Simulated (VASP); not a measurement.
Runs of VASP 6.6.1 on Pd. The structure is that of space group I4/mmm (No. 139), or close to it. The cells are those of the table. 

```csv
cell,gap on the mesh (eV),pressure (GPa)
"a = 2.759, b = 2.759, c = 2.530 Å, angles 62.7, 62.7, 54.6°, 1 atom",none,16.5
"a = 2.643, b = 2.643, c = 2.751 Å, angles 58.6, 58.6, 62.7°, 1 atom",none,12.1
"a = 2.759, b = 2.759, c = 2.971 Å, angles 57.4, 57.4, 65.1°, 1 atom",none,(a)
"a = 2.863, b = 2.863, c = 2.971 Å, angles 58.7, 58.7, 62.5°, 1 atom",none,-25.4
```

Alike in all rows: task single point; level LDA; potentials or basis VASP PAW LDA potentials, release 64 (Pd); no spin polarisation; k mesh 20 × 20 × 20; cutoff (eV) 520; smearing gaussian 0.15 eV.

Q: Fill in the values left out.

A: (a) -17.6.

A k mesh can miss the band edges, and the runs leave out spin-orbit coupling on Pd.

A gap of «none» marks levels without a gap at the run's occupations.
